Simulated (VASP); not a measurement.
Wanted: the native input for a VASP 6.6.1 run.

* Task: electric field gradients
* Functional: PBE
* Potentials or basis: VASP PAW PBE potentials, release 64 (Cd, Te)
* Cutoff: 520 eV
* k mesh: 9 × 9 × 6
* Occupations: fermi-dirac, width 0.05 eV
* Spin: no spin polarisation
* Dipole correction: no
* Further INCAR settings: ALGO = Normal; EDIFF = 1e-08; NBANDS = 26

The structure of CdTe lies in POSCAR:

```
CdTe
1.0
    3.0550391141     -3.0842590598      0.0000000000
    3.0550391141      3.0842590598      0.0000000000
    0.0000000000      0.0000000000      6.0702817743
Cd Te
2 2
Direct
    0.2770300000      0.7229700000      0.7500000000
    0.7229700000      0.2770300000      0.2500000000
    0.7661370000      0.2338630000      0.7500000000
    0.2338630000      0.7661370000      0.2500000000
```

These files were run (other wordings do the same):

INCAR

```
SYSTEM = CdTe
ALGO = Normal ; EDIFF = 1E-8
ENCUT = 520 ; GGA = PE
ISIF = 2 ; ISMEAR = -1
LASPH = .True. ; LCHARG = .False.
LEFG = .True. ; LREAL = .False.
LWAVE = .False. ; NBANDS = 26
NELM = 100 ; PREC = Accurate
SIGMA = 0.05
```

KPOINTS

```
k-points
0
Gamma
  9 9 6
  0 0 0
```

Potentials or basis: VASP PAW PBE potentials, release 64 (Cd, Te).

The run is started by

```bash
$ cat potpaw_PBE.64/Cd/POTCAR potpaw_PBE.64/Te/POTCAR > POTCAR
$ mpirun -np 1 vasp_std > vasp.out
```

Results of the run:

```json
{
  "Pressure": "0.4 GPa",
  "Largest force": "0.048 eV/Å",
  "Band gap on the k mesh": "zero (bands 18 and 19 overlap by 1.17 eV)",
  "Largest electric field gradient by atom": "Cd +5.2; Te -8.6 V/Å²"
}
```

Caveat: without QUAD_EFG the Cq values of the log hold for a quadrupole moment of 1 mb, not for the nuclei; spin-orbit coupling is left out, which moves the levels of the heavy elements.

Wall time 100 s on 1 thread of Intel(R) Xeon(R) 6975P-C (Granite Rapids), on a shared host, peak memory 0.39 GiB.
